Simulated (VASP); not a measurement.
# TiS2 (P-3m1) in VASP: notebook

The runs below take TiS2 through single point, with PBE+U.

All numbers are computed with VASP 6.6.1; they aren't measurements. Logs are shortened: lines on timing, memory, paths and dates and some standing lists are left out, and cuts for length are marked.

### Step 1. The cell of the first run

The structure is trigonal, space group P-3m1 (No. 164). The conventional cell has a = 3.412 Å, b = 3.412 Å, c = 5.695 Å, α = 90.00°, β = 90.00°, γ = 120.00°. Ti (site symmetry -3m) has 6 S at 2.43 Å within 3.2 Å. Within 3.2 Å of S (site symmetry 3m) lie 3 Ti at 2.43 Å.

### Step 2. Single point, PBE+U

Contents of INCAR:

```
SYSTEM = TiS2
PREC = Accurate
ENCUT = 500
EDIFF = 1E-6
ISMEAR = 0
SIGMA = 0.01
LREAL = .False.
LASPH = .True.
NELM = 200
ALGO = Normal
ISIF = 2
LWAVE = .False.
LCHARG = .False.
LMAXMIX = 4
LDAU = .True.
LDAUTYPE = 2
LDAUL = 2 -1
LDAUU = 2 0
LDAUJ = 0 0
LDAUPRINT = 1
GGA = PE
NBANDS = 19
GGA_COMPAT = .False.
```

Contents of KPOINTS:

```
regular mesh
0
Gamma
  12 12 4
  0 0 0
```

Contents of POSCAR:

```
TiS2
1.0
    3.4120000000      0.0000000000      0.0000000000
   -1.7060000000      2.9548786777      0.0000000000
    0.0000000000      0.0000000000      5.6950000000
Ti S
1 2
Direct
    0.0000000000      0.0000000000      0.0000000000
    0.3333333333      0.6666666667      0.2500000000
    0.6666666667      0.3333333333      0.7500000000
```

Potentials or basis: VASP PAW PBE potentials, release 64 (Ti_sv, S).

The run is started by

```console
cat potpaw_PBE.64/Ti_sv/POTCAR potpaw_PBE.64/S/POTCAR > POTCAR
mpirun -np 1 vasp_std > vasp.out
```

OUTCAR:

```text
SYSTEM = TiS2
   PREC = Accurate
   ENCUT = 500
   EDIFF = 1E-6
   ISMEAR = 0
   LREAL = .False.
   LASPH = .True.
   NELM = 200
   ISIF = 2
   GGA = PE

 ion  position               nearest neighbor table
   1  0.000  0.000  0.000-   2 2.43   3 2.43   2 2.43   3 2.43   3 2.43   2 2.43
   2  0.333  0.667  0.250-   1 2.43   1 2.43   1 2.43
   3  0.667  0.333  0.750-   1 2.43   1 2.43   1 2.43

  LATTYP: Found a hexagonal cell.
 ALAT       =     3.4120000000
 C/A-ratio  =     1.6691090270

  Lattice vectors:

 A1 = (   3.4120000000,   0.0000000000,   0.0000000000)
 A2 = (  -1.7060000000,   2.9548786777,   0.0000000000)
 A3 = (   0.0000000000,   0.0000000000,   5.6950000000)

Analysis of symmetry for initial positions (statically):
=====================================================================
 Subroutine PRICEL returns:
 Original cell was already a primitive cell.

 Routine SETGRP: Setting up the symmetry group for a
 hexagonal supercell.

 Subroutine GETGRP returns: Found 12 space group operations
 (whereof 12 operations were pure point group operations)
 out of a pool of 24 trial point group operations.

The static configuration has the point symmetry D_3d.

Analysis of symmetry for dynamics (positions and initial velocities):
=====================================================================
 Subroutine PRICEL returns:
 Original cell was already a primitive cell.

 Routine SETGRP: Setting up the symmetry group for a
 hexagonal supercell.

 Subroutine GETGRP returns: Found 12 space group operations
 (whereof 12 operations were pure point group operations)
 out of a pool of 24 trial point group operations.

The dynamic configuration has the point symmetry D_3d.

 Subroutine INISYM returns: Found 12 space group operations
 (whereof 12 operations are pure point group operations),
 and found     1 'primitive' translations

----------------------------------------------------------------------------------------

                                     Primitive cell

  volume of cell :      57.4173

  direct lattice vectors                    reciprocal lattice vectors
     3.412000000  0.000000000  0.000000000     0.293083236  0.169211685  0.000000000
    -1.706000000  2.954878678  0.000000000     0.000000000  0.338423370  0.000000000
     0.000000000  0.000000000  5.695000000     0.000000000  0.000000000  0.175592625

  length of vectors
     3.412000000  3.412000000  5.695000000     0.338423370  0.338423370  0.175592625

  position of ions in fractional coordinates (direct lattice)
     0.000000000  0.000000000  0.000000000
     0.333333333  0.666666667  0.250000000
     0.666666667  0.333333333  0.750000000

  ion indices of the primitive-cell ions
   primitive index   ion index
                 1           1
                 2           2
                 3           3

----------------------------------------------------------------------------------------

 KPOINTS: regular mesh

Automatic generation of k-mesh.
 Grid dimensions read from file:
 generate k-points for:   12   12    4

 Generating k-lattice:

  Cartesian coordinates                     Fractional coordinates (reciprocal lattice)
     0.024423603  0.014100974  0.000000000     0.083333333  0.000000000  0.000000000
     0.000000000  0.028201947  0.000000000     0.000000000  0.083333333  0.000000000
     0.000000000  0.000000000  0.043898156     0.000000000  0.000000000  0.250000000

  Length of vectors
     0.028201947  0.028201947  0.043898156

  Shift w.r.t. Gamma in fractional coordinates (k-lattice)
     0.000000000  0.000000000  0.000000000
[... 38 lines left out ...]
   ions per type =               1   2
   NGX,Y,Z   is equivalent  to a cutoff of  13.64, 13.64, 12.26 a.u.
   NGXF,Y,Z  is equivalent  to a cutoff of  27.29, 27.29, 24.52 a.u.
 SYSTEM =  TiS2
   PREC   = accura    normal or accurate (medium, high low for compatibility)
   ISTART =      0    job   : 0-new  1-cont  2-samecut
   ICHARG =      2    charge: 1-file 2-atom 10-const
   ISPIN  =      1    spin polarized calculation?
   LNONCOLLINEAR =      F non collinear calculations
   LSORBIT =      F    spin-orbit coupling
   LASPH  =      T    aspherical Exc in radial PAW
   ENCUT  =  500.0 eV  36.75 Ry    6.06 a.u.   6.22  6.22 10.38*2*pi/ulx,y,z
   NELM   =    200;   NELMIN=  2; NELMDL= -5     # of ELM steps
   EDIFF  = 0.1E-05   stopping-criterion for ELM
   LREAL  =      F    real-space projection
   EDIFFG = 0.1E-04   stopping-criterion for IOM
   NSW    =      0    number of steps for IOM
   IBRION =     -1    ionic relax: 0-MD 1-quasi-New 2-CG
   NFREE  =      0    steps in history (QN), initial steepest desc. (CG)
   ISIF   =      2    stress and relaxation
   ISYM   =      2    0-nonsym 1-usesym 2-fastsym
   POTIM  = 0.5000    time-step for ionic-motion
   TEBEG  =    0.0;   TEEND  =   0.0 temperature during run
   PSTRESS=    0.0 pullay stress
   NELECT =      24.0000    total number of electrons
   NUPDOWN=      -1.0000    fix difference up-down
   EMIN   =  10.00;   EMAX   =-10.00  energy-range for DOS
   EFERMI =   0.00;   METHOD = LEGACY
   ISMEAR =     0;   SIGMA  =   0.01  broadening in eV -4-tet -1-fermi 0-gaus
   EFERMI_NEDOS =   21; number of points for ismear=-14 and -15
   IALGO  =     38    algorithm
   IMIX   =      4    mixing-type and parameters
     AMIX     =   0.40;   BMIX     =  1.00
     AMIX_MAG =   1.60;   BMIX_MAG =  1.00
  volume/ion in A,a.u.               =      19.14       129.16
  Fermi-wavevector in a.u.,A,eV,Ry     =   1.224046  2.313112 20.385458  1.498289
  Thomas-Fermi vector in A             =   2.359135
   LORBIT       =      0    0 simple, 1 ext, 2 COOP (PROOUT), +10 PAW based schemes
 LDA+U is selected, type is set to LDAUTYPE =  2
   angular momentum for each species LDAUL =     2   -1
   U (eV)           for each species LDAUU =   2.0  0.0
   J (eV)           for each species LDAUJ =   0.0  0.0
   GGA     = PE    functional components
   LHFCALC =     F    Hartree Fock is set to
   AEXX    =    0.0000 exact exchange contribution
   IVDW    =     0    specifies the selected vdW correction
   LEPSILON=     F    determine dielectric tensor
   LRPA    =     F    only Hartree local field effects (RPA)
 non-spin polarized calculation
 Gauss-broadening in eV      SIGMA  =   0.01
  energy-cutoff  :      500.00
  volume of cell :       57.42
 maximum number of plane-waves:      1478
 NGX is ok and might be reduce to    28
   NGX = 13   NGY = 13   NGZ = 21

atom =   1  type =  1  l = 2

 onsite density matrix

spin component  1

  0.1597  0.0000  0.0000 -0.0846 -0.0000
  0.0000  0.2298  0.0000  0.0000 -0.0846
  0.0000  0.0000  0.0896  0.0000 -0.0000
 -0.0846  0.0000  0.0000  0.2298  0.0000
 -0.0000 -0.0846 -0.0000  0.0000  0.1597

spin component  2

  0.1597  0.0000  0.0000 -0.0846 -0.0000
  0.0000  0.2298  0.0000  0.0000 -0.0846
  0.0000  0.0000  0.0896  0.0000 -0.0000
 -0.0846  0.0000  0.0000  0.2298  0.0000
 -0.0000 -0.0846 -0.0000  0.0000  0.1597

 occupancies and eigenvectors

  o =  0.0896  v =  0.0000 -0.0000 -1.0000 -0.0000 -0.0000  0.0000  0.0000  0.0000  0.0000  0.0000      0.0000  0.0000  0.0000  0.0000  0.0000  0.0000  0.0000  0.0000  0.0000  0.0000
  o =  0.0896  v =  0.0000  0.0000  0.0000  0.0000  0.0000  0.0000 -0.0000 -1.0000 -0.0000 -0.0000      0.0000  0.0000  0.0000  0.0000  0.0000  0.0000  0.0000  0.0000  0.0000  0.0000
  o =  0.1031  v =  0.0000  0.5554 -0.0000 -0.0000  0.8316  0.0000  0.0000  0.0000  0.0000  0.0000      0.0000  0.0000  0.0000  0.0000  0.0000  0.0000  0.0000  0.0000  0.0000  0.0000
  o =  0.1031  v =  0.0000  0.0000  0.0000  0.0000  0.0000  0.0000  0.5554 -0.0000 -0.0000  0.8316      0.0000  0.0000  0.0000  0.0000  0.0000  0.0000  0.0000  0.0000  0.0000  0.0000
  o =  0.1031  v =  0.0000  0.0000  0.0000  0.0000  0.0000 -0.8316  0.0000  0.0000 -0.5554 -0.0000      0.0000  0.0000  0.0000  0.0000  0.0000  0.0000  0.0000  0.0000  0.0000  0.0000
  o =  0.1031  v = -0.8316  0.0000  0.0000 -0.5554 -0.0000  0.0000  0.0000  0.0000  0.0000  0.0000      0.0000  0.0000  0.0000  0.0000  0.0000  0.0000  0.0000  0.0000  0.0000  0.0000
  o =  0.2864  v =  0.0000  0.8316  0.0000  0.0000 -0.5554  0.0000  0.0000  0.0000  0.0000  0.0000      0.0000  0.0000  0.0000  0.0000  0.0000  0.0000  0.0000  0.0000  0.0000  0.0000
  o =  0.2864  v =  0.0000  0.0000  0.0000  0.0000  0.0000  0.0000  0.8316  0.0000  0.0000 -0.5554      0.0000  0.0000  0.0000  0.0000  0.0000  0.0000  0.0000  0.0000  0.0000  0.0000
  o =  0.2864  v =  0.0000  0.0000  0.0000  0.0000  0.0000 -0.5554  0.0000 -0.0000  0.8316  0.0000      0.0000  0.0000  0.0000  0.0000  0.0000  0.0000  0.0000  0.0000  0.0000  0.0000
  o =  0.2864  v = -0.5554  0.0000 -0.0000  0.8316  0.0000  0.0000  0.0000  0.0000  0.0000  0.0000      0.0000  0.0000  0.0000  0.0000  0.0000  0.0000  0.0000  0.0000  0.0000  0.0000

 number of electron      23.9999999 magnetization

 Free energy of the ion-electron system (eV)
  ---------------------------------------------------
  ext. energy  EPLUGINS =         0.00000000
  ---------------------------------------------------
  free energy    TOTEN  =       -18.54433866 eV

  energy without entropy =      -18.54433866  energy(sigma->0) =      -18.54433866

 E-fermi :   5.5945     XC(G=0): -10.0970

 val. band max:        5.5637775323   @ k =   0.0000   0.0000   0.0000
 cond. band min:       5.6257917090   @ k =   0.5000   0.0000   0.5000
 fundamental gap:      0.0620141767
 Fermi energy:         5.5944737612

 k-point     1 :       0.0000    0.0000    0.0000
  band No.  band energies     occupation
      1     -52.7222      2.00000
      2     -28.9198      2.00000
      3     -28.8770      2.00000
      4     -28.8770      2.00000
      5      -8.2669      2.00000
      6      -6.5727      2.00000
[... 505 lines left out ...]
      6      -6.7153      2.00000
[... 11 lines left out ...]
     18      12.7631      0.00000
     19      13.9084      0.00000

 [... further k-points ...]

------------------------ aborting loop because EDIFF is reached ----------------------------------------

  FORCE on cell =-STRESS in cart. coord.  units (eV):
  Direction    XX          YY          ZZ          XY          YZ          ZX
  --------------------------------------------------------------------------------------
  -------------------------------------------------------------------------------------
  Total        0.8266948      0.8266948      0.8751101     -0.0000000      0.0000000      0.0000000
  in kB       23.0681826     23.0681826     24.4191673     -0.0000000      0.0000000      0.0000000
  external PRESSURE =      23.5185109 kB  Pullay stress =       0.0000000 kB

 VOLUME and BASIS-vectors are now :
 -----------------------------------------------------------------------------
  energy-cutoff  :      500.00
  volume of cell :       57.42
      direct lattice vectors                 reciprocal lattice vectors
     3.412000000  0.000000000  0.000000000     0.293083236  0.169211685  0.000000000
    -1.706000000  2.954878678  0.000000000     0.000000000  0.338423370  0.000000000
     0.000000000  0.000000000  5.695000000     0.000000000  0.000000000  0.175592625

 POSITION                                       TOTAL-FORCE (eV/Angst)
 -----------------------------------------------------------------------------------
      0.00000      0.00000      0.00000         0.000000      0.000000     -0.000000
     -0.00000      1.96992      1.42375        -0.000000      0.000000     -0.026785
      1.70600      0.98496      4.27125         0.000000     -0.000000      0.026785
 -----------------------------------------------------------------------------------
    total drift:                               -0.000000     -0.000000     -0.000000

  FREE ENERGIE OF THE ION-ELECTRON SYSTEM (eV)
  ---------------------------------------------------
  free  energy   TOTEN  =       -18.5443386636 eV

  energy  without entropy=      -18.5443386604  energy(sigma->0) =      -18.54433866
```

It took 60 s on 1 thread of Intel Xeon Platinum 8375C at 2.90GHz (Ice Lake), shared host; peak memory 0.21 GiB.

Results:

```
Free energy            : -18.5443 eV
Pressure               : 2.4 GPa
Largest force          : 0.027 eV/Å
Band gap on the k mesh : 0.06 eV (least direct gap 0.62 eV)
```

Forces on the atoms (eV/Å):
```
Ti   0.000  0.000  0.000
S    0.000  0.000 -0.027
S    0.000  0.000  0.027
```

Eigenvalues of the final occupation matrices:
```tsv
site	spin	trace	eigenvalues
site 1 d	1	0.87	0.09 0.10 0.10 0.29 0.29
site 1 d	2	0.87	0.09 0.10 0.10 0.29 0.29
```

Caveat: semilocal functionals underestimate gaps, and a narrow one can read as zero. A k mesh can miss the band edges.

[end of part 1 of 2]
